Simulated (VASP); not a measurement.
# As in VASP: single point with PBE

Aim: the single point of As with PBE.

Everything below comes from runs of VASP 6.6.1. Logs are shortened: lines on timing, memory, paths and dates and some standing lists are left out, and cuts for length are marked.

### 1 The cell of the first run

The cell holds a slab with vacuum, 4 atoms: a = 4.807 Å, b = 3.634 Å, c = 28.270 Å, α = 90.00°, β = 90.00°, γ = 90.00°.

### 2 Single point, PBE

The input, INCAR:

```
SYSTEM = As
  ALGO = Normal
  DIPOL = 0.5 0.5 0.336
  EDIFF = 1E-6
  ENCUT = 400
  GGA = PE
  GGA_COMPAT = .FALSE.
  IDIPOL = 3
  ISIF = 2
  ISMEAR = 0
  LASPH = .TRUE.
  LCHARG = .FALSE.
  LDIPOL = .TRUE.
  LREAL = .FALSE.
  LWAVE = .FALSE.
  NBANDS = 38
  NELM = 120
  NELMDL = -8
  PREC = Accurate
  SIGMA = 0.01
```

The input, KPOINTS:

```
k-points
0
G
  4 6 1
  0 0 0
```

The input, POSCAR:

```
As
1.0
    4.8073450689      0.0000000000      0.0000000000
    0.0000000000      3.6338990999      0.0000000000
    0.0000000000      0.0000000000     28.2703730404
As
4
Direct
    0.0760356344      0.0000000000      0.3777315096
    0.4239643656      0.5000000000      0.3777315096
    0.5760356344      0.5000000000      0.2943501772
    0.9239643656      0.0000000000      0.2943501772
```

Potentials or basis: VASP PAW PBE potentials, release 64 (As_d).

On the command line:

```sh
$ cat potpaw_PBE.64/As_d/POTCAR > POTCAR
$ mpirun -np 1 vasp_std > vasp.out
```

OUTCAR:

```text
SYSTEM = As
   EDIFF = 1E-6
   ENCUT = 400
   GGA = PE
   ISIF = 2
   ISMEAR = 0
   LASPH = .TRUE.
   LREAL = .FALSE.
   NELM = 120
   NELMDL = -8
   PREC = Accurate

 ion  position               nearest neighbor table
   1  0.076  0.000  0.378-   4 2.47   2 2.47   2 2.47
   2  0.424  0.500  0.378-   3 2.47   1 2.47   1 2.47
   3  0.576  0.500  0.294-   2 2.47   4 2.47   4 2.47
   4  0.924  0.000  0.294-   1 2.47   3 2.47   3 2.47

  LATTYP: Found a simple orthorhombic cell.
 ALAT       =     3.6338990999
 B/A-ratio  =     1.3229164973
 C/A-ratio  =     7.7796252079

  Lattice vectors:

 A1 = (   0.0000000000,  -3.6338990999,   0.0000000000)
 A2 = (   4.8073450689,   0.0000000000,   0.0000000000)
 A3 = (   0.0000000000,   0.0000000000,  28.2703730404)

Analysis of symmetry for initial positions (statically):
=====================================================================
 Subroutine PRICEL returns:
 Original cell was already a primitive cell.

 Routine SETGRP: Setting up the symmetry group for a
 simple orthorhombic supercell.

 Subroutine GETGRP returns: Found  8 space group operations
 (whereof  2 operations were pure point group operations)
 out of a pool of  8 trial point group operations.

The static configuration has the point symmetry C_1h.
 The point group associated with its full space group is D_2h.

Analysis of symmetry for dynamics (positions and initial velocities):
=====================================================================
 Subroutine PRICEL returns:
 Original cell was already a primitive cell.

 Routine SETGRP: Setting up the symmetry group for a
 simple orthorhombic supercell.

 Subroutine GETGRP returns: Found  8 space group operations
 (whereof  2 operations were pure point group operations)
 out of a pool of  8 trial point group operations.

The dynamic configuration has the point symmetry C_1h.
 The point group associated with its full space group is D_2h.

 Subroutine INISYM returns: Found  8 space group operations
 (whereof  2 operations are pure point group operations),
 and found     1 'primitive' translations

----------------------------------------------------------------------------------------

                                     Primitive cell

  volume of cell :     493.8667

  direct lattice vectors                    reciprocal lattice vectors
     4.807345069  0.000000000  0.000000000     0.208015024  0.000000000  0.000000000
     0.000000000  3.633899100  0.000000000     0.000000000  0.275186507  0.000000000
     0.000000000  0.000000000 28.270373040     0.000000000  0.000000000  0.035372720

  length of vectors
     4.807345069  3.633899100 28.270373040     0.208015024  0.275186507  0.035372720

  position of ions in fractional coordinates (direct lattice)
     0.076035634  0.000000000  0.377731510
     0.423964366  0.500000000  0.377731510
     0.576035634  0.500000000  0.294350177
     0.923964366  0.000000000  0.294350177

  ion indices of the primitive-cell ions
   primitive index   ion index
                 1           1
                 2           2
                 3           3
                 4           4

----------------------------------------------------------------------------------------

 KPOINTS: k-points

Automatic generation of k-mesh.
 Grid dimensions read from file:
 generate k-points for:    4    6    1

 Generating k-lattice:

  Cartesian coordinates                     Fractional coordinates (reciprocal lattice)
     0.052003756  0.000000000  0.000000000     0.250000000  0.000000000  0.000000000
     0.000000000  0.045864418  0.000000000     0.000000000  0.166666667  0.000000000
     0.000000000  0.000000000  0.035372720     0.000000000  0.000000000  1.000000000

  Length of vectors
     0.052003756  0.045864418  0.035372720

  Shift w.r.t. Gamma in fractional coordinates (k-lattice)
     0.000000000  0.000000000  0.000000000

 Subroutine IBZKPT returns following result:
 ===========================================

 Found     12 irreducible k-points:

 Following reciprocal coordinates:
            Coordinates               Weight
  0.000000  0.000000  0.000000      1.000000
  0.250000  0.000000  0.000000      2.000000
  0.500000  0.000000  0.000000      1.000000
  0.000000  0.166667  0.000000      2.000000
  0.250000  0.166667  0.000000      4.000000
  0.500000  0.166667  0.000000      2.000000
  0.000000  0.333333  0.000000      2.000000
  0.250000  0.333333  0.000000      4.000000
  0.500000  0.333333  0.000000      2.000000
  0.000000  0.500000  0.000000      1.000000
  0.250000  0.500000  0.000000      2.000000
  0.500000  0.500000  0.000000      1.000000
   k-points           NKPTS =     12   k-points in BZ     NKDIM =     12   number of bands    NBANDS=     38
   number of dos      NEDOS =    301   number of ions     NIONS =      4
   total plane-waves  NPLWV = 147456
   dimension x,y,z NGX =    32 NGY =   24 NGZ =  192
   dimension x,y,z NGXF=    64 NGYF=   48 NGZF=  384
   ions per type =               4
   NGX,Y,Z   is equivalent  to a cutoff of  11.07, 10.98, 11.29 a.u.
   NGXF,Y,Z  is equivalent  to a cutoff of  22.13, 21.96, 22.58 a.u.
 SYSTEM =  As
   PREC   = accura    normal or accurate (medium, high low for compatibility)
   ISTART =      0    job   : 0-new  1-cont  2-samecut
   ICHARG =      2    charge: 1-file 2-atom 10-const
   ISPIN  =      1    spin polarized calculation?
   LNONCOLLINEAR =      F non collinear calculations
   LSORBIT =      F    spin-orbit coupling
   LASPH  =      T    aspherical Exc in radial PAW
   ENCUT  =  400.0 eV  29.40 Ry    5.42 a.u.   7.84  5.93 46.10*2*pi/ulx,y,z
   NELM   =    120;   NELMIN=  2; NELMDL= -8     # of ELM steps
   EDIFF  = 0.1E-05   stopping-criterion for ELM
   LREAL  =      F    real-space projection
   EDIFFG = 0.1E-04   stopping-criterion for IOM
   NSW    =      0    number of steps for IOM
   IBRION =     -1    ionic relax: 0-MD 1-quasi-New 2-CG
   NFREE  =      0    steps in history (QN), initial steepest desc. (CG)
   ISIF   =      2    stress and relaxation
   ISYM   =      2    0-nonsym 1-usesym 2-fastsym
   POTIM  = 0.5000    time-step for ionic-motion
   TEBEG  =    0.0;   TEEND  =   0.0 temperature during run
   PSTRESS=    0.0 pullay stress
   NELECT =      60.0000    total number of electrons
   NUPDOWN=      -1.0000    fix difference up-down
   EMIN   =  10.00;   EMAX   =-10.00  energy-range for DOS
   EFERMI =   0.00;   METHOD = LEGACY
   ISMEAR =     0;   SIGMA  =   0.01  broadening in eV -4-tet -1-fermi 0-gaus
   EFERMI_NEDOS =   21; number of points for ismear=-14 and -15
   IALGO  =     38    algorithm
   IMIX   =      4    mixing-type and parameters
     AMIX     =   0.40;   BMIX     =  1.00
     AMIX_MAG =   1.60;   BMIX_MAG =  1.00
  volume/ion in A,a.u.               =     123.47       833.19
  Fermi-wavevector in a.u.,A,eV,Ry     =   0.810815  1.532219  8.944765  0.657422
  Thomas-Fermi vector in A             =   1.920060
   LORBIT       =      0    0 simple, 1 ext, 2 COOP (PROOUT), +10 PAW based schemes
   GGA     = PE    functional components
   LHFCALC =     F    Hartree Fock is set to
   AEXX    =    0.0000 exact exchange contribution
   IVDW    =     0    specifies the selected vdW correction
   LEPSILON=     F    determine dielectric tensor
   LRPA    =     F    only Hartree local field effects (RPA)
 non-spin polarized calculation
 Gauss-broadening in eV      SIGMA  =   0.01
  energy-cutoff  :      400.00
  volume of cell :      493.87
 maximum number of plane-waves:      9012
 NGX is ok and might be reduce to    32
   NGX = 15   NGY = 11   NGZ = 93

 dipolmoment           0.000000      0.000000      0.000000 electrons x Angstroem

 number of electron      60.0000065 magnetization

 dipolmoment           0.000000      0.000000     -0.000000 electrons x Angstroem

 Free energy of the ion-electron system (eV)
  ---------------------------------------------------
  ext. energy  EPLUGINS =         0.00000000
  ---------------------------------------------------
  free energy    TOTEN  =       -18.54333682 eV

  energy without entropy =      -18.54333682  energy(sigma->0) =      -18.54333682

 E-fermi :  -3.2419     XC(G=0):  -2.3414

 val. band max:       -3.3477140553   @ k =   0.0000   0.0000   0.0000
 cond. band min:      -2.4321310173   @ k =   0.0000   0.0000   0.0000
 fundamental gap:      0.9155830380
 Fermi energy:        -3.2418946116

 k-point     1 :       0.0000    0.0000    0.0000
  band No.  band energies     occupation
      1     -38.9740      2.00000
      2     -38.9674      2.00000
      3     -38.9434      2.00000
      4     -38.9265      2.00000
      5     -38.9167      2.00000
      6     -38.8743      2.00000
[... 30 lines left out ...]
     37       1.4758      0.00000
     38       1.8421      0.00000

 k-point     2 :       0.2500    0.0000    0.0000
  band No.  band energies     occupation
      1     -38.9722      2.00000
      2     -38.9674      2.00000
      3     -38.9398      2.00000
      4     -38.9280      2.00000
      5     -38.9147      2.00000
      6     -38.8888      2.00000
[... 30 lines left out ...]
     37       1.3453      0.00000
     38       1.6074      0.00000

 k-point     3 :       0.5000    0.0000    0.0000
  band No.  band energies     occupation
      1     -38.9690      2.00000
      2     -38.9690      2.00000
      3     -38.9327      2.00000
      4     -38.9327      2.00000
      5     -38.9061      2.00000
      6     -38.9061      2.00000
[... 30 lines left out ...]
     37       2.4795      0.00000
[... 289 lines left out ...]
 k-point    11 :       0.2500    0.5000    0.0000
  band No.  band energies     occupation
      1     -38.9458      2.00000
      2     -38.9458      2.00000
      3     -38.9179      2.00000
      4     -38.9179      2.00000
      5     -38.8941      2.00000
      6     -38.8941      2.00000
[... 30 lines left out ...]
     37       2.8428      0.00000
     38       2.8428      0.00000

 k-point    12 :       0.5000    0.5000    0.0000
  band No.  band energies     occupation
      1     -38.9453      2.00000
      2     -38.9453      2.00000
      3     -38.9227      2.00000
      4     -38.9227      2.00000
      5     -38.8896      2.00000
      6     -38.8896      2.00000
[... 30 lines left out ...]
     37       2.7878      0.00000
     38       2.7878      0.00000

------------------------ aborting loop because EDIFF is reached ----------------------------------------

 vacuum level on the upper side and lower side of the slab       (xc-potential included)        -0.007        -0.007

  FORCE on cell =-STRESS in cart. coord.  units (eV):
  Direction    XX          YY          ZZ          XY          YZ          ZX
  --------------------------------------------------------------------------------------
  -------------------------------------------------------------------------------------
  Total        0.9283039      1.3632575      0.8643848     -0.0000000      0.0000000      0.0000000
  in kB        3.0115567      4.4226114      2.8041937     -0.0000000      0.0000000      0.0000000
  external PRESSURE =       3.4127873 kB  Pullay stress =       0.0000000 kB

 VOLUME and BASIS-vectors are now :
 -----------------------------------------------------------------------------
  energy-cutoff  :      400.00
  volume of cell :      493.87
      direct lattice vectors                 reciprocal lattice vectors
     4.807345069  0.000000000  0.000000000     0.208015024  0.000000000  0.000000000
     0.000000000  3.633899100  0.000000000     0.000000000  0.275186507  0.000000000
     0.000000000  0.000000000 28.270373040     0.000000000  0.000000000  0.035372720

 POSITION                                       TOTAL-FORCE (eV/Angst)
 -----------------------------------------------------------------------------------
      0.36553      0.00000     10.67861        -0.281343      0.000000      0.212719
      2.03814      1.81695     10.67861         0.281343     -0.000000      0.212719
      2.76920      1.81695      8.32139        -0.281343     -0.000000     -0.212719
      4.44182      0.00000      8.32139         0.281343      0.000000     -0.212719
 -----------------------------------------------------------------------------------
    total drift:                                0.000000      0.000000     -0.000244

  FREE ENERGIE OF THE ION-ELECTRON SYSTEM (eV)
  ---------------------------------------------------
  free  energy   TOTEN  =       -18.5433368220 eV

  energy  without entropy=      -18.5433368220  energy(sigma->0) =      -18.54333682

 vacuum level on the upper side and lower side of the slab         1.364         1.364
```

Run time: 4 min. Hardware: 1 thread of Intel Xeon Platinum 8259CL at 2.50GHz (Skylake/Cascade Lake), shared host; peak memory 0.41 GiB.

What came out:

```
Free energy            : -18.5433 eV
Largest force          : 0.353 eV/Å
Band gap on the k mesh : 0.92 eV
```

Forces on the atoms (eV/Å):
```
As  -0.281  0.000  0.213
As   0.281  0.000  0.213
As  -0.281  0.000 -0.213
As   0.281  0.000 -0.213
```

Levels at points of the mesh, in eV from the valence-band top:
```csv
k point,band 27,band 28,band 29,band 30,band 31,band 32,band 33,band 34
"(0.00, 0.00, 0.00)",-2.64,-1.44,-1.08,0.00,0.92,2.10,2.56,3.29
"(0.50, 0.00, 0.00)",-1.75,-1.75,-0.76,-0.76,1.61,1.61,3.14,3.14
"(0.00, 0.50, 0.00)",-2.32,-2.32,-1.73,-1.73,1.27,1.27,2.04,2.04
"(0.50, 0.50, 0.00)",-3.93,-3.93,-1.20,-1.20,2.61,2.61,4.20,4.20
```
